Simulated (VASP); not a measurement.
Here is a VASP 6.6.1 calculation.

Contents of INCAR:

```
SYSTEM = SrTiO3
ALGO = Normal
EDIFF = 1E-6
ENCUT = 520
GGA = PE
ISIF = 2
ISMEAR = 0
LASPH = .True.
LCHARG = .False.
LREAL = .False.
LWAVE = .False.
NBANDS = 51
NELM = 80
PREC = Accurate
SIGMA = 0.05
```

The input KPOINTS:

```
k-points
0
Gamma
  8 8 8
  0 0 0
```

POSCAR

```
SrTiO3
1.0
   -2.9676154584      2.8097463621      4.0256619569
    2.8097463621     -2.9676154584      4.0256619569
    2.8565123465      2.8565123465     -4.1367650688
Sr Ti O
2 2 6
Direct
    0.7500000000      0.2500000000      0.5000000000
    0.2500000000      0.7500000000      0.5000000000
    0.0000000000      0.0000000000      0.0000000000
    0.5000000000      0.5000000000      0.0000000000
    0.2500000000      0.2500000000      0.0000000000
    0.7500000000      0.7500000000      0.0000000000
    0.7280787197      0.2280787197      0.9561574394
    0.2280787197      0.2719212803      0.5000000000
    0.2719212803      0.7719212803      0.0438425606
    0.7719212803      0.7280787197      0.5000000000
```

Potentials or basis: VASP PAW PBE potentials, release 64 (Sr_sv, Ti_sv, O).

Run with:

```bash
$ cat potpaw_PBE.64/Sr_sv/POTCAR potpaw_PBE.64/Ti_sv/POTCAR potpaw_PBE.64/O/POTCAR > POTCAR
$ mpirun -np 1 vasp_std > vasp.out
```

Question: What does it give for the largest force?

Answer: 0.097 eV/Å.

Question: Predict the band gap on the k mesh.

Answer: 1.61 eV (least direct gap 1.61 eV).

Forces on the atoms (eV/Å):
```
Sr   0.057  0.057  0.054
Sr  -0.057 -0.057 -0.054
Ti   0.000  0.000  0.000
Ti   0.000  0.000  0.000
O    0.002 -0.002  0.000
O   -0.002  0.002  0.000
O    0.036  0.036  0.049
O   -0.019  0.019  0.000
O   -0.036 -0.036 -0.049
O    0.019 -0.019  0.000
```

Caveat: the cell stands under tension. A k mesh can miss the band edges.
